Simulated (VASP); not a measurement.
# Au (P6_3/mmc) in VASP: single point with r2SCAN

Aim: the single point of Au with r2SCAN.

Program: VASP 6.6.1. These are calculated values, not measurements. Logs are shortened: lines on timing, memory, paths and dates and some standing lists are left out, and cuts for length are marked.

**1. The cell of the first run**

It takes space group P6_3/mmc (No. 194, hexagonal). Conventional cell: a = 2.909 Å, b = 2.909 Å, c = 9.585 Å, α = 90.00°, β = 90.00°, γ = 120.00°. Au (site symmetry -3m) has 12 Au at 2.91 to 2.93 Å within 3.8 Å. Au (site symmetry -6m2) has 12 Au at 2.91 to 2.93 Å within 3.8 Å.

**2. Single point, r2SCAN**

Contents of POSCAR:

```
Au
1.0
    2.9085291133      0.0000000000      0.0000000000
   -1.4542645566      2.5188600998      0.0000000000
    0.0000000000      0.0000000000      9.5852957304
Au
4
Direct
    0.0000000000      0.0000000000      0.0000000000
    0.3333333333      0.6666666667      0.2500000000
    0.0000000000      0.0000000000      0.5000000000
    0.6666666667      0.3333333333      0.7500000000
```

Contents of INCAR.step1:

```
  ALGO = Normal
  EDIFF = 1E-4
  ENCUT = 520
  GGA = PE
  ISMEAR = 0
  LASPH = T
  LCHARG = F
  LREAL = F
  LWAVE = T
  NBANDS = 30
  NELM = 100
  PREC = Accurate
  SIGMA = 0.1
```

Contents of INCAR.step2:

```
  ALGO = Normal
  EDIFF = 1E-6
  ENCUT = 520
  ISIF = 2
  ISMEAR = 0
  ISTART = 1
  LASPH = T
  LCHARG = F
  LMIXTAU = T
  LREAL = F
  LWAVE = F
  METAGGA = R2SCAN
  NBANDS = 30
  NELM = 100
  PREC = Accurate
  SIGMA = 0.1
```

Contents of KPOINTS:

```
k-points
0
Gamma
  18 18 6
```

Potentials or basis: VASP PAW PBE potentials, release 64 (Au).

Run with:

```sh
> cat potpaw_PBE.64/Au/POTCAR > POTCAR
> cp INCAR.step1 INCAR
> mpirun -np 1 vasp_std > vasp.out
> cp INCAR.step2 INCAR
> mpirun -np 1 vasp_std > vasp.out
```

OUTCAR:

```text
EDIFF = 1E-6
   ENCUT = 520
   ISIF = 2
   ISMEAR = 0
   ISTART = 1
   LASPH = T
   LREAL = F
   METAGGA = R2SCAN
   NELM = 100
   PREC = Accurate

 ion  position               nearest neighbor table
   1  0.000  0.000  0.000-   2 2.93   4 2.93   4 2.93   2 2.93   4 2.93   2 2.93
   2  0.333  0.667  0.250-   1 2.93   3 2.93   1 2.93   3 2.93   1 2.93   3 2.93
   3  0.000  0.000  0.500-   2 2.93   4 2.93   4 2.93   2 2.93   4 2.93   2 2.93
   4  0.667  0.333  0.750-   1 2.93   3 2.93   1 2.93   3 2.93   1 2.93   3 2.93

  LATTYP: Found a hexagonal cell.
 ALAT       =     2.9085291133
 C/A-ratio  =     3.2955818412

  Lattice vectors:

 A1 = (   2.9085291133,   0.0000000000,   0.0000000000)
 A2 = (  -1.4542645566,   2.5188600998,   0.0000000000)
 A3 = (   0.0000000000,   0.0000000000,   9.5852957304)

Analysis of symmetry for initial positions (statically):
=====================================================================
 Subroutine PRICEL returns:
 Original cell was already a primitive cell.

 Routine SETGRP: Setting up the symmetry group for a
 hexagonal supercell.

 Subroutine GETGRP returns: Found 24 space group operations
 (whereof 12 operations were pure point group operations)
 out of a pool of 24 trial point group operations.

The static configuration has the point symmetry D_3d.
 The point group associated with its full space group is D_6h.

Analysis of symmetry for dynamics (positions and initial velocities):
=====================================================================
 Subroutine PRICEL returns:
 Original cell was already a primitive cell.

 Routine SETGRP: Setting up the symmetry group for a
 hexagonal supercell.

 Subroutine GETGRP returns: Found 24 space group operations
 (whereof 12 operations were pure point group operations)
 out of a pool of 24 trial point group operations.

The dynamic configuration has the point symmetry D_3d.
 The point group associated with its full space group is D_6h.

 Subroutine INISYM returns: Found 24 space group operations
 (whereof 12 operations are pure point group operations),
 and found     1 'primitive' translations

----------------------------------------------------------------------------------------

                                     Primitive cell

  volume of cell :      70.2236

  direct lattice vectors                    reciprocal lattice vectors
     2.908529113  0.000000000  0.000000000     0.343816397  0.198502489  0.000000000
    -1.454264557  2.518860100  0.000000000     0.000000000  0.397004979  0.000000000
     0.000000000  0.000000000  9.585295730     0.000000000  0.000000000  0.104326463

  length of vectors
     2.908529113  2.908529113  9.585295730     0.397004979  0.397004979  0.104326463

  position of ions in fractional coordinates (direct lattice)
     0.000000000  0.000000000  0.000000000
     0.333333333  0.666666667  0.250000000
     0.000000000  0.000000000  0.500000000
     0.666666667  0.333333333  0.750000000

  ion indices of the primitive-cell ions
   primitive index   ion index
                 1           1
                 2           2
                 3           3
                 4           4

----------------------------------------------------------------------------------------

 KPOINTS: k-points

Automatic generation of k-mesh.
 Grid dimensions read from file:
 generate k-points for:   18   18    6

 Generating k-lattice:

  Cartesian coordinates                     Fractional coordinates (reciprocal lattice)
     0.019100911  0.011027916  0.000000000     0.055555556 -0.000000000  0.000000000
     0.000000000  0.022055832  0.000000000     0.000000000  0.055555556  0.000000000
     0.000000000  0.000000000  0.017387744     0.000000000  0.000000000  0.166666667

  Length of vectors
     0.022055832  0.022055832  0.017387744

  Shift w.r.t. Gamma in fractional coordinates (k-lattice)
     0.000000000  0.000000000  0.000000000

 Subroutine IBZKPT returns following result:
 ===========================================

 Found    148 irreducible k-points:

 Following reciprocal coordinates:
            Coordinates               Weight
  0.000000  0.000000  0.000000      1.000000
  0.055556  0.000000  0.000000      6.000000
  0.111111  0.000000  0.000000      6.000000
  0.166667 -0.000000  0.000000      6.000000
  0.222222  0.000000  0.000000      6.000000
  0.277778 -0.000000  0.000000      6.000000
[... 16 lines left out ...]
  0.333333  0.111111  0.000000     12.000000
  0.388889  0.111111  0.000000     12.000000
 [... further k-points ...]
   k-points           NKPTS =    148   k-points in BZ     NKDIM =    148   number of bands    NBANDS=     30
   number of dos      NEDOS =    301   number of ions     NIONS =      4
   total plane-waves  NPLWV =  41472
   dimension x,y,z NGX =    24 NGY =   24 NGZ =   72
   dimension x,y,z NGXF=    48 NGYF=   48 NGZF=  144
   ions per type =               4
   NGX,Y,Z   is equivalent  to a cutoff of  13.72, 13.72, 12.49 a.u.
   NGXF,Y,Z  is equivalent  to a cutoff of  27.44, 27.44, 24.98 a.u.
 SYSTEM =  unknown system
   PREC   = accura    normal or accurate (medium, high low for compatibility)
   ISTART =      1    job   : 0-new  1-cont  2-samecut
   ICHARG =      0    charge: 1-file 2-atom 10-const
   ISPIN  =      1    spin polarized calculation?
   LNONCOLLINEAR =      F non collinear calculations
   LSORBIT =      F    spin-orbit coupling
   LASPH  =      T    aspherical Exc in radial PAW
   ENCUT  =  520.0 eV  38.22 Ry    6.18 a.u.   5.41  5.41 17.82*2*pi/ulx,y,z
   NELM   =    100;   NELMIN=  2; NELMDL=  0     # of ELM steps
   EDIFF  = 0.1E-05   stopping-criterion for ELM
   LREAL  =      F    real-space projection
   EDIFFG = 0.1E-04   stopping-criterion for IOM
   NSW    =      0    number of steps for IOM
   IBRION =     -1    ionic relax: 0-MD 1-quasi-New 2-CG
   NFREE  =      0    steps in history (QN), initial steepest desc. (CG)
   ISIF   =      2    stress and relaxation
   ISYM   =      2    0-nonsym 1-usesym 2-fastsym
   POTIM  = 0.5000    time-step for ionic-motion
   TEBEG  =    0.0;   TEEND  =   0.0 temperature during run
   PSTRESS=    0.0 pullay stress
   NELECT =      44.0000    total number of electrons
   NUPDOWN=      -1.0000    fix difference up-down
   EMIN   =  10.00;   EMAX   =-10.00  energy-range for DOS
   EFERMI =   0.00;   METHOD = LEGACY
   ISMEAR =     0;   SIGMA  =   0.10  broadening in eV -4-tet -1-fermi 0-gaus
   EFERMI_NEDOS =   21; number of points for ismear=-14 and -15
   IALGO  =     38    algorithm
   IMIX   =      4    mixing-type and parameters
     AMIX     =   0.40;   BMIX     =  1.00
     AMIX_MAG =   1.60;   BMIX_MAG =  1.00
  volume/ion in A,a.u.               =      17.56       118.47
  Fermi-wavevector in a.u.,A,eV,Ry     =   1.400871  2.647262 26.700601  1.962439
  Thomas-Fermi vector in A             =   2.523788
   LORBIT       =      0    0 simple, 1 ext, 2 COOP (PROOUT), +10 PAW based schemes
   METAGGA = R2SCAN    functional components
   LHFCALC =     F    Hartree Fock is set to
   AEXX    =    0.0000 exact exchange contribution
   IVDW    =     0    specifies the selected vdW correction
   LEPSILON=     F    determine dielectric tensor
   LRPA    =     F    only Hartree local field effects (RPA)
 non-spin polarized calculation
 Gauss-broadening in eV      SIGMA  =   0.10
  energy-cutoff  :      520.00
  volume of cell :       70.22
 maximum number of plane-waves:      1944
 NGX is ok and might be reduce to    24
   NGX = 11   NGY = 11   NGZ = 35

 number of electron      44.0000011 magnetization

 Free energy of the ion-electron system (eV)
  ---------------------------------------------------
  ext. energy  EPLUGINS =         0.00000000
  ---------------------------------------------------
  free energy    TOTEN  =      -202.36683581 eV

  energy without entropy =     -202.36142692  energy(sigma->0) =     -202.36413137

 E-fermi :   8.7816     XC(G=0): -13.4172

 val. band max:        8.7595901609   @ k =   0.3889   0.1111   0.5000
 cond. band min:       8.7871054338   @ k =   0.4444   0.0556   0.3333
 fundamental gap:      0.0275152729
 Fermi energy:         8.7816224076

 k-point     1 :       0.0000    0.0000    0.0000
  band No.  band energies     occupation
      1      -0.9288      2.00000
      2       0.8277      2.00000
      3       0.8355      2.00000
      4       1.4911      2.00000
      5       3.9678      2.00000
      6       3.9789      2.00000
[... 22 lines left out ...]
     29      24.0350      0.00000
     30      25.1212      0.00000

 k-point     2 :       0.0556    0.0000    0.0000
  band No.  band energies     occupation
      1      -0.8310      2.00000
      2       0.9211      2.00000
      3       0.9287      2.00000
      4       1.5705      2.00000
      5       3.8321      2.00000
      6       3.9142      2.00000
[... 22 lines left out ...]
     29      24.1097      0.00000
     30      25.0974      0.00000

 k-point     3 :       0.1111    0.0000    0.0000
  band No.  band energies     occupation
      1      -0.5440      2.00000
      2       1.1868      2.00000
      3       1.1940      2.00000
      4       1.7943      2.00000
      5       3.5858      2.00000
      6       3.7498      2.00000
[... 22 lines left out ...]
     29      24.2401      0.00000
     30      24.5344      0.00000

 k-point     4 :       0.1667   -0.0000    0.0000
  band No.  band energies     occupation
      1      -0.0895      2.00000
      2       1.5680      2.00000
      3       1.5737      2.00000
      4       2.1091      2.00000
      5       3.3408      2.00000
      6       3.5431      2.00000
[... 22 lines left out ...]
     29      23.4317      0.00000
     30      23.4640      0.00000

 k-point     5 :       0.2222    0.0000    0.0000
  band No.  band energies     occupation
      1       0.4844      2.00000
      2       1.9204      2.00000
      3       1.9235      2.00000
      4       2.3895      2.00000
      5       3.1686      2.00000
      6       3.3314      2.00000
[... 22 lines left out ...]
     29      22.0552      0.00000
     30      22.1730      0.00000
[... 526 lines left out ...]
     29      20.2970      0.00000
     30      21.7455      0.00000

 k-point    22 :       0.2778    0.1111    0.0000
  band No.  band energies     occupation
      1       1.7544      2.00000
      2       2.1731      2.00000
      3       2.3814      2.00000
      4       2.5467      2.00000
      5       3.0679      2.00000
      6       3.0770      2.00000
[... 22 lines left out ...]
     29      19.1621      0.00000
     30      21.4503      0.00000

 k-point    23 :       0.3333    0.1111    0.0000
  band No.  band energies     occupation
      1       1.8373      2.00000
      2       2.0437      2.00000
      3       2.3266      2.00000
      4       2.6412      2.00000
      5       2.9381      2.00000
      6       3.0278      2.00000
[... 22 lines left out ...]
     29      18.1369      0.00000
     30      20.2223      0.00000

 k-point    24 :       0.3889    0.1111    0.0000
  band No.  band energies     occupation
      1       1.8143      2.00000
      2       1.9449      2.00000
      3       2.2332      2.00000
      4       2.6445      2.00000
      5       2.8399      2.00000
      6       3.1215      2.00000
[... 22 lines left out ...]
     29      17.2404      0.00000
     30      18.9999      0.00000

 [... further k-points ...]
[... 5 lines left out ...]
  --------------------------------------------------------------------------------------
  -------------------------------------------------------------------------------------
  Total        0.1048238      0.1048238      0.1054812      0.0000000     -0.0000000      0.0000000
  in kB        2.3915946      2.3915946      2.4065934      0.0000000     -0.0000000      0.0000000
  external PRESSURE =       2.3965942 kB  Pullay stress =       0.0000000 kB

 VOLUME and BASIS-vectors are now :
 -----------------------------------------------------------------------------
  energy-cutoff  :      520.00
  volume of cell :       70.22
      direct lattice vectors                 reciprocal lattice vectors
     2.908529113  0.000000000  0.000000000     0.343816397  0.198502489  0.000000000
    -1.454264557  2.518860100  0.000000000     0.000000000  0.397004979  0.000000000
     0.000000000  0.000000000  9.585295730     0.000000000  0.000000000  0.104326463

 POSITION                                       TOTAL-FORCE (eV/Angst)
 -----------------------------------------------------------------------------------
      0.00000      0.00000      0.00000        -0.000000      0.000000      0.000000
     -0.00000      1.67924      2.39632         0.000000     -0.000000     -0.000000
      0.00000      0.00000      4.79265        -0.000000      0.000000      0.000000
      1.45426      0.83962      7.18897        -0.000000      0.000000      0.000000
 -----------------------------------------------------------------------------------
    total drift:                               -0.000000      0.000000      0.000000

  FREE ENERGIE OF THE ION-ELECTRON SYSTEM (eV)
  ---------------------------------------------------
  free  energy   TOTEN  =      -202.3668358140 eV

  energy  without entropy=     -202.3614269162  energy(sigma->0) =     -202.36413137
```

It took 32 min on 1 thread of Oxide Virtual Turin-like, shared host; peak memory 0.34 GiB.

What came out:

| Quantity | Value |
| --- | --- |
| Free energy | -202.3668 eV |
| Pressure | 0.2 GPa |
| Band gap on the k mesh | zero (band 22 reaches 11.81 eV, above the bottom of band 23 at 6.35 eV) |

Levels at points of the mesh, in eV from the Fermi level:
```
           k point  band 19  band 20  band 21  band 22  band 23  band 24  band 25  band 26
(0.00, 0.00, 0.00)    -3.07    -2.77    -2.77    -2.19    -2.19    -0.66     2.93    11.35
(0.50, 0.00, 0.00)    -1.86    -1.84    -0.26     0.56     1.16     1.47     3.67     3.94
(0.00, 0.00, 0.50)    -3.03    -3.03    -2.43    -2.43    -2.43    -2.43     6.31     6.31
(0.50, 0.00, 0.50)    -1.87    -1.87     0.41     0.41     1.35     1.35     4.33     4.33
```

Caveat: the PAW data sets were made with another functional, which shifts forces and pressure a little; spin-orbit coupling is left out, which moves the levels of the heavy elements.
